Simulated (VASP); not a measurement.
Runs of VASP 6.6.1 on Au. The structure is that of space group Fm-3m (No. 225), or close to it. The cells are those of the table. 

```tsv
cell	gap on the mesh (eV)	pressure (GPa)
a = 3.037 Å, angles 60.0°, 1 atom	none	-17.2
a = 2.821, b = 2.821, c = 2.748 Å, angles 60.9, 60.9, 58.3°, 1 atom	none	22.0
a = 3.001, b = 3.001, c = 2.965 Å, angles 60.4, 60.4, 59.2°, 1 atom	none	(a)
a = 2.894, b = 2.894, c = 2.820 Å, angles 60.8, 60.8, 58.3°, 1 atom	none	3.6
a = 2.966, b = 2.966, c = 2.893 Å, angles 60.8, 60.8, 58.4°, 1 atom	none	-8.3
a = 2.929, b = 2.929, c = 2.893 Å, angles 60.4, 60.4, 59.2°, 1 atom	none	-5.1
a = 2.820 Å, angles 60.0°, 1 atom	none	14.7
a = 2.785, b = 2.785, c = 2.748 Å, angles 60.4, 60.4, 59.1°, 1 atom	none	29.8
a = 2.857, b = 2.857, c = 2.820 Å, angles 60.4, 60.4, 59.2°, 1 atom	none	8.6
a = 2.929, b = 2.929, c = 2.965 Å, angles 59.6, 59.6, 60.8°, 1 atom	none	-8.4
a = 2.748 Å, angles 60.0°, 1 atom	none	(b)
a = 2.857, b = 2.857, c = 2.893 Å, angles 59.6, 59.6, 60.8°, 1 atom	none	3.3
```

Alike in all rows: task single point; level PBEsol; potentials or basis VASP PAW PBE potentials, release 64 (Au); no spin polarisation; k mesh 20 × 20 × 20; cutoff (eV) 520; smearing gaussian 0.15 eV.

Fill in the values left out.

(a) -13.5; (b) 39.0.

Caveats: the PAW data sets were made with another functional, which shifts forces and pressure a little; spin-orbit coupling is left out, which moves the levels of the heavy elements.

A k mesh can miss the band edges, and the runs leave out spin-orbit coupling on Au.

A gap of «none» marks levels without a gap at the run's occupations.
